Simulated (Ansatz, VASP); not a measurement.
**Pb in VASP and in Ansatz**

```
CELL_PARAMETERS angstrom
3.48000 -0.05220 -0.05220
-1.78521 3.03987 -0.01911
-0.08385 -0.08385 5.59000
ATOMIC_POSITIONS crystal
Pb 0.33333 0.66667 0.25000
Pb 0.66667 0.33333 0.75000
```

Change from the starting cell: equal xy, yz and zx shear strains of -3 %.

Alike in both runs: task single point; functional PBEsol; k mesh 12 × 12 × 7; occupations fermi-dirac, width 0.05 eV; no spin polarisation.

|  | VASP | Ansatz |
| --- | --- | --- |
| version | VASP 6.6.1 | Ansatz 0.2.0 |
| potentials or method | VASP PAW PBE potentials, release 64 (Pb_d), cutoff 520 eV | all-electron LAPW, scalar-relativistic |

```csv
,VASP,Ansatz,Ansatz less VASP
pressure (GPa),1.0,1.0,+0.08
"traceless stress, the component that is largest in VASP (GPa)",0.47,0.45,-0.020
rms of the force components (eV/Å),0.012,0.012,-0.0001
```

VASP's potentials were made for PBE, not for PBEsol. Atom by atom the forces differ by 0.000 eV/Å (rms over components). Ansatz ran all-electron here, and VASP with PAW potentials.

Spin-orbit coupling is off throughout.
